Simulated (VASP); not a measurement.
# AlP (F-43m) in VASP: notebook

AlP is run at these levels: LDA; tasks: vibrations by perturbation theory.

All numbers are computed with VASP 6.6.1; they aren't measurements. Logs are shortened: lines on timing, memory, paths and dates and some standing lists are left out, and cuts for length are marked.

### Step 1. The cell of the first run

Symmetry: F-43m, No. 216, cubic system. The conventional cell has a = 5.395 Å, b = 5.395 Å, c = 5.395 Å, α = 90.00°, β = 90.00°, γ = 90.00°. Al (site symmetry -43m) has 4 P at 2.34 Å within 3.1 Å. P (site symmetry -43m) has 4 Al at 2.34 Å within 3.1 Å.

### Step 2. Vibrations by perturbation theory, LDA

The input, INCAR:

```
PREC = Accurate
ENCUT = 500
EDIFF = 1E-8
ISMEAR = 0
SIGMA = 0.01
LREAL = F
LASPH = T
NELM = 120
ALGO = Normal
ISIF = 2
LWAVE = F
LCHARG = F
GGA = CA
IBRION = 8
NSW = 1
GGA_COMPAT = F
```

The input, KPOINTS:

```
Automatic mesh
0
Gamma
  8 8 8
```

The input, POSCAR:

```
AlP
1.0
    2.6977285158      2.6977285158      0.0000000000
   -2.6977285158      2.6977285158      0.0000000000
    0.0000000000      2.6977285158      2.6977285158
Al P
1 1
Direct
    0.0000000000      0.0000000000      0.0000000000
    0.7500000000      0.2500000000      0.5000000000
```

Potentials or basis: VASP PAW LDA potentials, release 64 (Al, P).

Launch:

```
$ cat potpaw_LDA.64/Al/POTCAR potpaw_LDA.64/P/POTCAR > POTCAR
$ mpirun -np 1 vasp_std > vasp.out
```

OUTCAR:

```text
PREC = Accurate
   ENCUT = 500
   EDIFF = 1E-8
   ISMEAR = 0
   LREAL = F
   LASPH = T
   NELM = 120
   ISIF = 2
   GGA = CA
   IBRION = 8
   NSW = 1

 ion  position               nearest neighbor table
   1  0.000  0.000  0.000-   2 2.34   2 2.34   2 2.34   2 2.34
   2  0.750  0.250  0.500-   1 2.34   1 2.34   1 2.34   1 2.34

  LATTYP: Found a face centered cubic cell.
 ALAT       =     5.3954570316

  Lattice vectors:

 A1 = (   0.0000000000,   2.6977285158,   2.6977285158)
 A2 = (   2.6977285158,   0.0000000000,   2.6977285158)
 A3 = (   2.6977285158,   2.6977285158,   0.0000000000)

Analysis of symmetry for initial positions (statically):
=====================================================================
 Subroutine PRICEL returns:
 Original cell was already a primitive cell.

 Routine SETGRP: Setting up the symmetry group for a
 face centered cubic supercell.

 Subroutine GETGRP returns: Found 24 space group operations
 (whereof 24 operations were pure point group operations)
 out of a pool of 48 trial point group operations.

The static configuration has the point symmetry T_d .

Analysis of symmetry for dynamics (positions and initial velocities):
=====================================================================
 Subroutine PRICEL returns:
 Original cell was already a primitive cell.

 Routine SETGRP: Setting up the symmetry group for a
 face centered cubic supercell.

 Subroutine GETGRP returns: Found 24 space group operations
 (whereof 24 operations were pure point group operations)
 out of a pool of 48 trial point group operations.

The dynamic configuration has the point symmetry T_d .

 Subroutine INISYM returns: Found 24 space group operations
 (whereof 24 operations are pure point group operations),
 and found     1 'primitive' translations

----------------------------------------------------------------------------------------

                                     Primitive cell

  volume of cell :      39.2667

  direct lattice vectors                    reciprocal lattice vectors
     2.697728516  2.697728516  0.000000000     0.185341111  0.185341111 -0.185341111
    -2.697728516  2.697728516  0.000000000    -0.185341111  0.185341111 -0.185341111
     0.000000000  2.697728516  2.697728516     0.000000000  0.000000000  0.370682222

  length of vectors
     3.815164255  3.815164255  3.815164255     0.321020221  0.321020221  0.370682222

  position of ions in fractional coordinates (direct lattice)
     0.000000000  0.000000000  0.000000000
     0.750000000  0.250000000  0.500000000

  ion indices of the primitive-cell ions
   primitive index   ion index
                 1           1
                 2           2

----------------------------------------------------------------------------------------

 KPOINTS: Automatic mesh

Automatic generation of k-mesh.
 Grid dimensions read from file:
 generate k-points for:    8    8    8

 Generating k-lattice:

  Cartesian coordinates                     Fractional coordinates (reciprocal lattice)
     0.023167639  0.023167639 -0.023167639     0.125000000  0.000000000  0.000000000
    -0.023167639  0.023167639 -0.023167639     0.000000000  0.125000000  0.000000000
     0.000000000  0.000000000  0.046335278     0.000000000  0.000000000  0.125000000

  Length of vectors
     0.040127528  0.040127528  0.046335278

  Shift w.r.t. Gamma in fractional coordinates (k-lattice)
     0.000000000  0.000000000  0.000000000

 Subroutine IBZKPT returns following result:
 ===========================================

[... 71 lines left out ...]
   LORBIT       =      0    0 simple, 1 ext, 2 COOP (PROOUT), +10 PAW based schemes
   GGA     = CA    functional components
   LHFCALC =     F    Hartree Fock is set to
   AEXX    =    0.0000 exact exchange contribution
   IVDW    =     0    specifies the selected vdW correction
   LEPSILON=     F    determine dielectric tensor
   LRPA    =     F    only Hartree local field effects (RPA)
 non-spin polarized calculation
 Gauss-broadening in eV      SIGMA  =   0.01
  energy-cutoff  :      500.00
  volume of cell :       39.27
 maximum number of plane-waves:      1012
   NGX = 13   NGY = 13   NGZ = 13

--------------------------------------- Ionic step        1  -------------------------------------------

 number of electron       7.9999999 magnetization

 Free energy of the ion-electron system (eV)
  ---------------------------------------------------
  ext. energy  EPLUGINS =         0.00000000
  ---------------------------------------------------
  free energy    TOTEN  =       -11.40664821 eV

  energy without entropy =      -11.40664821  energy(sigma->0) =      -11.40664821

 E-fermi :   4.8797     XC(G=0):  -9.5845

 val. band max:        4.7840258857   @ k =   0.0000   0.0000   0.0000
 cond. band min:       6.1555545770   @ k =   0.5000   0.5000   0.0000
 fundamental gap:      1.3715286913
 Fermi energy:         4.8797323420

 k-point     1 :       0.0000    0.0000    0.0000
  band No.  band energies     occupation
      1      -6.9294      2.00000
      2       4.7840      2.00000
      3       4.7840      2.00000
      4       4.7840      2.00000
      5       8.2091      0.00000
      6       9.3054      0.00000
      7       9.3054      0.00000
      8       9.3054      0.00000
[... 243 lines left out ...]
 k-point    24 :       0.5000    0.2500    0.1250
  band No.  band energies     occupation
      1      -4.8088      2.00000
      2      -0.5693      2.00000
      3       2.0717      2.00000
      4       3.2244      2.00000
      5       8.6613      0.00000
      6       9.2559      0.00000
      7      11.7002      0.00000
      8      12.5113      0.00000

 [... further k-points ...]
[... 5 lines left out ...]
  --------------------------------------------------------------------------------------
  -------------------------------------------------------------------------------------
  Total        0.5058737      0.5058737      0.5058737      0.0000000      0.0000000      0.0000000
  in kB       20.6408694     20.6408694     20.6408694      0.0000000      0.0000000      0.0000000
  external PRESSURE =      20.6408694 kB  Pullay stress =       0.0000000 kB

 VOLUME and BASIS-vectors are now :
 -----------------------------------------------------------------------------
  energy-cutoff  :      500.00
  volume of cell :       39.27
      direct lattice vectors                 reciprocal lattice vectors
     2.697728516  2.697728516  0.000000000     0.185341111  0.185341111 -0.185341111
    -2.697728516  2.697728516  0.000000000    -0.185341111  0.185341111 -0.185341111
     0.000000000  2.697728516  2.697728516     0.000000000  0.000000000  0.370682222

 POSITION                                       TOTAL-FORCE (eV/Angst)
 -----------------------------------------------------------------------------------
      0.00000      0.00000      0.00000         0.000000     -0.000000      0.000000
      1.34886      4.04659      1.34886        -0.000000      0.000000     -0.000000
 -----------------------------------------------------------------------------------
    total drift:                                0.000000      0.000000      0.000000

  FREE ENERGIE OF THE ION-ELECTRON SYSTEM (eV)
  ---------------------------------------------------
  free  energy   TOTEN  =       -11.4066482061 eV

  energy  without entropy=      -11.4066482061  energy(sigma->0) =      -11.40664821

[... ionic steps 2 to 3 ...]

--------------------------------------- Ionic step        4  -------------------------------------------

------------------------ aborting loop because EDIFF is reached ----------------------------------------

[... ionic steps 5 to 6 ...]

--------------------------------------- Ionic step        7  -------------------------------------------

 Free energy of the ion-electron system (eV)
  ---------------------------------------------------
  ---------------------------------------------------
  free energy    TOTEN  =        -0.04983107 eV

  energy without entropy =       -0.04983107

------------------------ aborting loop because EDIFF is reached ----------------------------------------

 INTERNAL STRAIN TENSOR  FOR ION    2  DIRECTION 1   (eV/Angst):
 -----------------------------------------------------------------------------
     0.01928  0.00000  0.00000
     0.00000 -0.01342  9.44228
     0.00000  9.44228 -0.01342

 INTERNAL STRAIN TENSOR FOR ION    2 for displacements in x,y,z  (eV/Angst):
          X           Y           Z          XY          YZ          ZX
  --------------------------------------------------------------------------------
  x     0.00000    -0.00000    -0.00000     0.00000     9.44228     0.00000
  y    -0.00000    -0.00000    -0.00000     0.00000     0.00000     9.44228
  z    -0.00000    -0.00000     0.00000     9.44228     0.00000     0.00000

 SECOND DERIVATIVES (NOT SYMMETRIZED)
 ------------------------------------
               1X          1Y          1Z          2X          2Y          2Z
  1X   -10.847100   -0.000000    0.000000   10.847100    0.000000   -0.000000
  1Y     0.000000  -10.847100   -0.000000   -0.000000   10.847100    0.000000
  1Z     0.000000   -0.000000  -10.847100   -0.000000    0.000000   10.847100
  2X    10.843986    0.000000    0.000000  -10.843986    0.000000    0.000000
  2Y     0.000000   10.843986    0.000000    0.000000  -10.843986    0.000000
  2Z     0.000000    0.000000   10.843986    0.000000    0.000000  -10.843986

 Eigenvectors and eigenvalues of the dynamical matrix
 ----------------------------------------------------

   1 f  =   13.558021 THz    85.187560 2PiTHz  452.246907 cm-1    56.071445 meV
             X         Y         Z           dx          dy          dz
      0.000000  0.000000  0.000000    -0.719099    0.131976    0.000000
      1.348864  4.046593  1.348864     0.671052   -0.123158    0.000000
[... 21 lines left out ...]
   6 f/i=    0.000971 THz     0.006101 2PiTHz    0.032389 cm-1     0.004016 meV
             X         Y         Z           dx          dy          dz
      0.000000  0.000000  0.000000    -0.116184    0.644189    0.192357
      1.348864  4.046593  1.348864    -0.124503    0.690312    0.206129

--------------------------------------------------------------------------------------------------------

 ELASTIC MODULI CONTR FROM IONIC RELAXATION (kBar)
 Direction    XX          YY          ZZ          XY          YZ          ZX
 --------------------------------------------------------------------------------
 XX          -0.0000     -0.0000     -0.0000      0.0000     -0.0000      0.0000
 YY          -0.0000     -0.0000     -0.0000      0.0000      0.0000      0.0000
 ZZ          -0.0000     -0.0000     -0.0000     -0.0000      0.0000      0.0000
 XY           0.0000      0.0000     -0.0000   -332.0879      0.0000     -0.0000
 YZ          -0.0000      0.0000      0.0000      0.0000   -332.0879      0.0000
 ZX           0.0000      0.0000      0.0000     -0.0000      0.0000   -332.0879
 --------------------------------------------------------------------------------
```

Wall time 30 s (1 thread of Intel Xeon 6975P-C (Granite Rapids), shared host); peak memory 0.19 GiB.

Results:

* Highest phonon frequency at Γ, LO-TO splitting left out: 452 cm⁻¹

Phonon frequencies in cm⁻¹ (negative: imaginary):
```csv
q point,frequencies
"(0.000, 0.000, 0.000)",0 0 0 452 452 452
```

Caveat: the cell wasn't relaxed at this level first, which shifts response properties.

[end of part 1 of 2]
